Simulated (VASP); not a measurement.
PtS2:

```
Pt S
1.0
     3.55264    0.00000    0.00000
    -1.77632    3.07668    0.00000
     0.00000    0.00000    5.12272
Pt S
1 2
Direct
  0.00000 0.00000 0.00000
  0.66667 0.33333 0.76074
  0.33333 0.66667 0.23926
```

Program: VASP 6.6.1. Alike in all runs: task single point; no spin polarisation; cell as given; k mesh 12 × 12 × 6.

Task: Order these runs on this cell by their pressure, lowest first.
A. level PBE; potentials or basis VASP PAW PBE potentials, release 64 (Pt, S); cutoff (eV) 500; smearing fermi-dirac 0.02 eV
B. level LDA; potentials or basis VASP PAW LDA potentials, release 64 (Pt, S); cutoff (eV) 500; smearing gaussian 0.01 eV
C. level r2SCAN; potentials or basis VASP PAW PBE potentials, release 64 (Pt, S); cutoff (eV) 550; smearing gaussian 0.01 eV

Result: B (-4.1 GPa), C (1.2 GPa), A (3.2 GPa).

Caveats: the PAW data sets were made with another functional, which shifts forces and pressure a little (some runs).
